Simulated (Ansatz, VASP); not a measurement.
**Ta: VASP beside Ansatz**

```
Ta
1.0
    -1.65128    1.65128    1.65128
     1.65128   -1.65128    1.65128
     1.65128    1.65128   -1.65128
Ta
1
Direct
  0.00000 0.00000 0.00000
```

Alike in both runs: functional LDA; k mesh 11 × 11 × 11; occupations fermi-dirac, width 0.01 eV; non-collinear spin, spin-orbit coupling; Hubbard terms Ta d U = 4.5 eV.

```csv
,VASP,Ansatz
version,VASP 6.6.1,Ansatz 0.2.0
potentials or method,"VASP PAW LDA potentials, release 64 (Ta_sv_GW)",Ansatz PAW
plane-wave cutoff (eV),500,420
valence electrons in the cell,13,13
task,single point,band structure
```

|  | VASP | Ansatz | Ansatz less VASP |
| --- | --- | --- | --- |
| pressure (GPa) | 6.1 | -5.3 | -11.44 |

LDA's correlation is that of Perdew and Zunger in VASP and of Perdew and Wang (1992) in Ansatz. The programs project onto different local orbitals, so the same U acts differently, and such runs can settle in different states.
